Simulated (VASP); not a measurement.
Wanted: the native input for a VASP 6.6.1 run.

```yaml
Task: single point
Functional: RPBE
Potentials_or_basis: VASP PAW PBE potentials, release 64 (Zn, O)
Cutoff: 520 eV
k_mesh: 5 × 5 × 3
Occupations: fermi-dirac, width 0.05 eV
Spin: no spin polarisation
Dipole_correction: no
Further_INCAR_settings: ALGO = Normal; EDIFF = 1e-07; NBANDS = 26
```

The structure of ZnO (zincite) lies in POSCAR:

```
ZnO
1.0
    3.2493080000      0.0000000000      0.0000000000
   -1.6246540000      2.8139832727      0.0000000000
    0.0000000000      0.0000000000      5.2057090000
Zn O
2 2
Direct
    0.6666666667      0.3333333333      0.0000000000
    0.3333333333      0.6666666667      0.5000000000
    0.3333333333      0.6666666667      0.8790100000
    0.6666666667      0.3333333333      0.3790100000
```

The input as run:

INCAR

```
SYSTEM = ZnO
PREC     = Accurate       ! precision mode
ENCUT    = 520            ! plane-wave cutoff, eV
EDIFF    = 1E-7           ! SCF threshold, eV
ISMEAR   = -1             ! smearing method
SIGMA    = 0.05           ! smearing width, eV
LREAL    = .False.        ! projectors in reciprocal space
LASPH    = .True.         ! aspherical terms in the spheres
NELM     = 80             ! most SCF steps
ALGO     = Normal         ! electronic algorithm
ISIF     = 2              ! what is computed and relaxed
LWAVE    = .False.        ! write WAVECAR
LCHARG   = .False.        ! write CHGCAR
GGA      = RP             ! functional
NBANDS   = 26             ! bands
```

KPOINTS

```
Automatic mesh
0
Gamma
  5 5 3
  0 0 0
```

Potentials or basis: VASP PAW PBE potentials, release 64 (Zn, O).

Launch:

```console
$ cat potpaw_PBE.64/Zn/POTCAR potpaw_PBE.64/O/POTCAR > POTCAR
$ mpirun -np 1 vasp_std > vasp.out
```

Results of the run:

```
Pressure               : 10.6 GPa
Largest force          : 0.081 eV/Å
Band gap on the k mesh : 0.88 eV, direct
```

Caveat: the k points lie up to 0.45 Å⁻¹ apart; the PAW data sets were made with another functional, which shifts forces and pressure a little.

Run time: 14 s on 1 thread of Intel Xeon 6975P-C, with other jobs on the host, peak memory 0.16 GiB.
